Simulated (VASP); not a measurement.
# C (Fd-3m) in VASP: density of states with PBE

Aim: the density of states of C with PBE.

Everything below comes from runs of VASP 6.6.1. Logs are shortened: lines on timing, memory, paths and dates and some standing lists are left out, and cuts for length are marked.

**1. The cell of the first run**

It takes space group Fd-3m (No. 227, cubic). Conventional cell: a = 3.567 Å, b = 3.567 Å, c = 3.567 Å, α = 90.00°, β = 90.00°, γ = 90.00°. Within 2.1 Å of C (site symmetry -43m) lie 4 C at 1.54 Å.

**2. Density of states, PBE**

POSCAR reads:

```
C
1.0
    2.5220660000      0.0000000000      0.0000000000
    1.2610330000      2.1841732260      0.0000000000
    1.2610330000      0.7280577420      2.0592582659
C
2
Direct
    0.0000000000      0.0000000000      0.0000000000
    0.2500000000      0.2500000000      0.2500000000
```

INCAR.step1 reads:

```
PREC     = Accurate       # precision mode
ENCUT    = 520            # plane-wave cutoff, eV
EDIFF    = 1E-7           # SCF threshold, eV
ISMEAR   = 0              # smearing method
SIGMA    = 0.01           # smearing width, eV
LREAL    = F              # projectors in reciprocal space
LASPH    = T              # aspherical terms in the spheres
NELM     = 100            # most SCF steps
ALGO     = Normal         # electronic algorithm
ISIF     = 2              # what is computed and relaxed
LWAVE    = F              # write WAVECAR
LCHARG   = T              # write CHGCAR
GGA      = PE             # functional
NBANDS   = 11             # bands
```

KPOINTS.step1 reads:

```
regular mesh
0
Gamma
  9 9 9
```

INCAR.step2 reads:

```
PREC     = Accurate       # precision mode
ENCUT    = 520            # plane-wave cutoff, eV
EDIFF    = 1E-7           # SCF threshold, eV
ISMEAR   = -5             # smearing method
SIGMA    = 0.01           # smearing width, eV
LREAL    = F              # projectors in reciprocal space
LASPH    = T              # aspherical terms in the spheres
NELM     = 100            # most SCF steps
ALGO     = Normal         # electronic algorithm
ISIF     = 2              # what is computed and relaxed
LWAVE    = F              # write WAVECAR
LCHARG   = F              # write CHGCAR
GGA      = PE             # functional
LORBIT   = 11             # projections on sites
NBANDS   = 11             # bands
NEDOS    = 2001           # points of the DOS
ICHARG   = 11             # starting density
```

KPOINTS.step2 reads:

```
regular mesh
0
Gamma
  14 14 14
```

Potentials or basis: VASP PAW PBE potentials, release 64 (C).

Command:

```
> cat potpaw_PBE.64/C/POTCAR > POTCAR
> cp INCAR.step1 INCAR
> cp KPOINTS.step1 KPOINTS
> mpirun -np 1 vasp_std > vasp.out
> cp INCAR.step2 INCAR
> cp KPOINTS.step2 KPOINTS
> mpirun -np 1 vasp_std > vasp.out
```

OUTCAR:

```text
PREC = Accurate
   ENCUT = 520
   EDIFF = 1E-7
   ISMEAR = -5
   LREAL = F
   LASPH = T
   NELM = 100
   ISIF = 2
   GGA = PE
   LORBIT = 11
   ICHARG = 11

 ion  position               nearest neighbor table
   1  0.000  0.000  0.000-   2 1.54   2 1.54   2 1.54   2 1.54
   2  0.250  0.250  0.250-   1 1.54   1 1.54   1 1.54   1 1.54

  LATTYP: Found a face centered cubic cell.
 ALAT       =     3.5667399424

  Lattice vectors:

 A1 = (   2.5220660000,   0.0000000000,   0.0000000000)
 A2 = (   1.2610330000,   2.1841732260,   0.0000000000)
 A3 = (   1.2610330000,   0.7280577420,   2.0592582659)

Analysis of symmetry for initial positions (statically):
=====================================================================
 Subroutine PRICEL returns:
 Original cell was already a primitive cell.

 Routine SETGRP: Setting up the symmetry group for a
 face centered cubic supercell.

 Subroutine GETGRP returns: Found 48 space group operations
 (whereof 24 operations were pure point group operations)
 out of a pool of 48 trial point group operations.

The static configuration has the point symmetry T_d .
 The point group associated with its full space group is O_h .

Analysis of symmetry for dynamics (positions and initial velocities):
=====================================================================
 Subroutine PRICEL returns:
 Original cell was already a primitive cell.

 Routine SETGRP: Setting up the symmetry group for a
 face centered cubic supercell.

 Subroutine GETGRP returns: Found 48 space group operations
 (whereof 24 operations were pure point group operations)
 out of a pool of 48 trial point group operations.

The dynamic configuration has the point symmetry T_d .
 The point group associated with its full space group is O_h .

 Subroutine INISYM returns: Found 48 space group operations
 (whereof 24 operations are pure point group operations),
 and found     1 'primitive' translations

----------------------------------------------------------------------------------------

                                     Primitive cell

  volume of cell :      11.3437

  direct lattice vectors                    reciprocal lattice vectors
     2.522066000  0.000000000  0.000000000     0.396500329 -0.228919572 -0.161870582
     1.261033000  2.184173226  0.000000000     0.000000000  0.457839144 -0.161870582
     1.261033000  0.728057742  2.059258266     0.000000000  0.000000000  0.485611745

  length of vectors
     2.522066000  2.522066000  2.522066000     0.485611745  0.485611745  0.485611745

  position of ions in fractional coordinates (direct lattice)
     0.000000000  0.000000000  0.000000000
     0.250000000  0.250000000  0.250000000

  ion indices of the primitive-cell ions
   primitive index   ion index
                 1           1
                 2           2

----------------------------------------------------------------------------------------

 KPOINTS: regular mesh

Automatic generation of k-mesh.
 Grid dimensions read from file:
 generate k-points for:   14   14   14

 Generating k-lattice:

  Cartesian coordinates                     Fractional coordinates (reciprocal lattice)
     0.028321452 -0.016351398 -0.011562184     0.071428571  0.000000000  0.000000000
     0.000000000  0.032702796 -0.011562184     0.000000000  0.071428571 -0.000000000
     0.000000000  0.000000000  0.034686553     0.000000000  0.000000000  0.071428571

  Length of vectors
     0.034686553  0.034686553  0.034686553

  Shift w.r.t. Gamma in fractional coordinates (k-lattice)
     0.000000000  0.000000000  0.000000000

 TETIRR: Found    389 inequivalent tetrahedra from    16464

 Subroutine IBZKPT returns following result:
 ===========================================

 Found    104 irreducible k-points:

 Following reciprocal coordinates:
            Coordinates               Weight
  0.000000  0.000000  0.000000      1.000000
  0.071429 -0.000000 -0.000000      8.000000
  0.142857  0.000000 -0.000000      8.000000
  0.214286 -0.000000  0.000000      8.000000
  0.285714 -0.000000  0.000000      8.000000
  0.357143  0.000000 -0.000000      8.000000
[... 16 lines left out ...]
  0.214286  0.142857  0.000000     24.000000
  0.285714  0.142857  0.000000     24.000000
 [... further k-points ...]
   k-points           NKPTS =    104   k-points in BZ     NKDIM =    104   number of bands    NBANDS=     11
   number of dos      NEDOS =   2001   number of ions     NIONS =      2
   total plane-waves  NPLWV =   8000
   dimension x,y,z NGX =    20 NGY =   20 NGZ =   20
   dimension x,y,z NGXF=    40 NGYF=   40 NGZF=   40
   ions per type =               2
   NGX,Y,Z   is equivalent  to a cutoff of  13.18, 13.18, 13.18 a.u.
   NGXF,Y,Z  is equivalent  to a cutoff of  26.37, 26.37, 26.37 a.u.
 SYSTEM =  unknown system
   PREC   = accura    normal or accurate (medium, high low for compatibility)
   ISTART =      0    job   : 0-new  1-cont  2-samecut
   ICHARG =     11    charge: 1-file 2-atom 10-const
   ISPIN  =      1    spin polarized calculation?
   LNONCOLLINEAR =      F non collinear calculations
   LSORBIT =      F    spin-orbit coupling
   LASPH  =      T    aspherical Exc in radial PAW
   ENCUT  =  520.0 eV  38.22 Ry    6.18 a.u.   4.69  4.69  4.69*2*pi/ulx,y,z
   NELM   =    100;   NELMIN=  2; NELMDL=  0     # of ELM steps
   EDIFF  = 0.1E-06   stopping-criterion for ELM
   LREAL  =      F    real-space projection
   EDIFFG = 0.1E-05   stopping-criterion for IOM
   NSW    =      0    number of steps for IOM
   IBRION =     -1    ionic relax: 0-MD 1-quasi-New 2-CG
   NFREE  =      0    steps in history (QN), initial steepest desc. (CG)
   ISIF   =      2    stress and relaxation
   ISYM   =      2    0-nonsym 1-usesym 2-fastsym
   POTIM  = 0.5000    time-step for ionic-motion
   TEBEG  =    0.0;   TEEND  =   0.0 temperature during run
   PSTRESS=    0.0 pullay stress
   NELECT =       8.0000    total number of electrons
   NUPDOWN=      -1.0000    fix difference up-down
   EMIN   =  10.00;   EMAX   =-10.00  energy-range for DOS
   EFERMI =   0.00;   METHOD = LEGACY
   ISMEAR =    -5;   SIGMA  =   0.01  broadening in eV -4-tet -1-fermi 0-gaus
   EFERMI_NEDOS =   21; number of points for ismear=-14 and -15
   IALGO  =     38    algorithm
   IMIX   =      4    mixing-type and parameters
     AMIX     =   0.40;   BMIX     =  1.00
     AMIX_MAG =   1.60;   BMIX_MAG =  1.00
  volume/ion in A,a.u.               =       5.67        38.28
  Fermi-wavevector in a.u.,A,eV,Ry     =   1.457203  2.753714 28.891162  2.123440
  Thomas-Fermi vector in A             =   2.574032
   LORBIT       =     11    0 simple, 1 ext, 2 COOP (PROOUT), +10 PAW based schemes
   GGA     = PE    functional components
   LHFCALC =     F    Hartree Fock is set to
   AEXX    =    0.0000 exact exchange contribution
   IVDW    =     0    specifies the selected vdW correction
   LEPSILON=     F    determine dielectric tensor
   LRPA    =     F    only Hartree local field effects (RPA)
 non-spin polarized calculation
 Fermi weights with tetrahedron method with Bloechl corrections
  energy-cutoff  :      520.00
  volume of cell :       11.34
 maximum number of plane-waves:       316

 number of electron       7.9999999 magnetization

 Free energy of the ion-electron system (eV)
  ---------------------------------------------------
  ext. energy  EPLUGINS =         0.00000000
  ---------------------------------------------------
  free energy    TOTEN  =       -18.18526897 eV

  energy without entropy =      -18.18526897  energy(sigma->0) =      -18.18526897

 E-fermi :   9.7575     XC(G=0): -13.2508

 val. band max:        9.7302266213   @ k =   0.0000   0.0000   0.0000
 cond. band min:      13.8594794539   @ k =   0.3571   0.3571   0.0000
 fundamental gap:      4.1292528326
 Fermi energy:         9.7575254423

 k-point     1 :       0.0000    0.0000    0.0000
  band No.  band energies     occupation
      1     -11.7472      2.00000
      2       9.7302      2.00000
      3       9.7302      2.00000
      4       9.7302      2.00000
      5      15.3200      0.00000
      6      15.3200      0.00000
      7      15.3200      0.00000
      8      23.0622      0.00000
      9      29.0242      0.00000
     10      36.2646      0.00000
     11      36.2659      0.00000

 k-point     2 :       0.0714   -0.0000   -0.0000
  band No.  band energies     occupation
      1     -11.6058      2.00000
      2       8.7967      2.00000
      3       9.4871      2.00000
      4       9.4871      2.00000
      5      15.6381      0.00000
      6      15.6381      0.00000
      7      15.8766      0.00000
      8      23.1838      0.00000
      9      29.2645      0.00000
     10      34.4475      0.00000
     11      34.4476      0.00000

 k-point     3 :       0.1429    0.0000   -0.0000
  band No.  band energies     occupation
      1     -11.1829      2.00000
      2       6.7530      2.00000
      3       8.9213      2.00000
      4       8.9213      2.00000
      5      16.3842      0.00000
      6      16.3842      0.00000
      7      16.8381      0.00000
      8      23.5391      0.00000
      9      29.8248      0.00000
     10      32.8892      0.00000
     11      32.8892      0.00000
[... 267 lines left out ...]
 k-point    23 :       0.2143    0.1429    0.0000
  band No.  band energies     occupation
      1     -10.4817      2.00000
      2       5.9203      2.00000
      3       6.9549      2.00000
      4       7.6991      2.00000
      5      14.9729      0.00000
      6      19.0137      0.00000
      7      19.0472      0.00000
      8      22.3660      0.00000
      9      29.6378      0.00000
     10      30.7906      0.00000
     11      36.4920      0.00000

 k-point    24 :       0.2857    0.1429    0.0000
  band No.  band energies     occupation
      1      -9.6952      2.00000
      2       3.7110      2.00000
      3       6.4126      2.00000
      4       7.1348      2.00000
      5      15.6460      0.00000
      6      19.7022      0.00000
      7      19.8024      0.00000
      8      22.1200      0.00000
      9      30.1084      0.00000
     10      31.1661      0.00000
     11      36.0028      0.00000

 [... further k-points ...]

------------------------ aborting loop because EDIFF is reached ----------------------------------------

  FORCE on cell =-STRESS in cart. coord.  units (eV):
  Direction    XX          YY          ZZ          XY          YZ          ZX
  --------------------------------------------------------------------------------------
  -------------------------------------------------------------------------------------
  Total        0.1735328      0.1735328      0.1735328     -0.0000000      0.0000000      0.0000000
  in kB       24.5096910     24.5096910     24.5096910     -0.0000000      0.0000000      0.0000000
  external PRESSURE =      24.5096910 kB  Pullay stress =       0.0000000 kB

 VOLUME and BASIS-vectors are now :
 -----------------------------------------------------------------------------
  energy-cutoff  :      520.00
  volume of cell :       11.34
      direct lattice vectors                 reciprocal lattice vectors
     2.522066000  0.000000000  0.000000000     0.396500329 -0.228919572 -0.161870582
     1.261033000  2.184173226  0.000000000     0.000000000  0.457839144 -0.161870582
     1.261033000  0.728057742  2.059258266     0.000000000  0.000000000  0.485611745

 POSITION                                       TOTAL-FORCE (eV/Angst)
 -----------------------------------------------------------------------------------
      0.00000      0.00000      0.00000        -0.000000     -0.000000     -0.000000
      1.26103      0.72806      0.51481         0.000000      0.000000      0.000000
 -----------------------------------------------------------------------------------
    total drift:                                0.000000      0.000000      0.000000

  FREE ENERGIE OF THE ION-ELECTRON SYSTEM (eV)
  ---------------------------------------------------
  free  energy   TOTEN  =       -18.1852689743 eV

  energy  without entropy=      -18.1852689743  energy(sigma->0) =      -18.18526897

 total charge

# of ion       s       p       d       tot
------------------------------------------
    1        0.829   1.748   0.000   2.577
    2        0.829   1.748   0.000   2.577
--------------------------------------------------
tot          1.659   3.496   0.000   5.154
```

Wall time 11 s (1 thread of AMD EPYC 7R13, shared host); peak memory 0.09 GiB.

What came out:

- Valence electrons inside the program's atomic spheres: C 2.58

Levels at points of the mesh, in eV from the valence-band top:
| k point | band 1 | band 2 | band 3 | band 4 | band 5 | band 6 | band 7 | band 8 |
| --- | --- | --- | --- | --- | --- | --- | --- | --- |
| (0.00, 0.00, 0.00) | -21.48 | 0.00 | 0.00 | 0.00 | 5.59 | 5.59 | 5.59 | 13.33 |
| (0.50, 0.00, 0.00) | -15.70 | -13.37 | -2.80 | -2.80 | 8.46 | 8.46 | 8.85 | 15.70 |
| (0.50, 0.50, 0.00) | -12.76 | -12.76 | -6.30 | -6.30 | 4.76 | 4.76 | 16.81 | 16.81 |
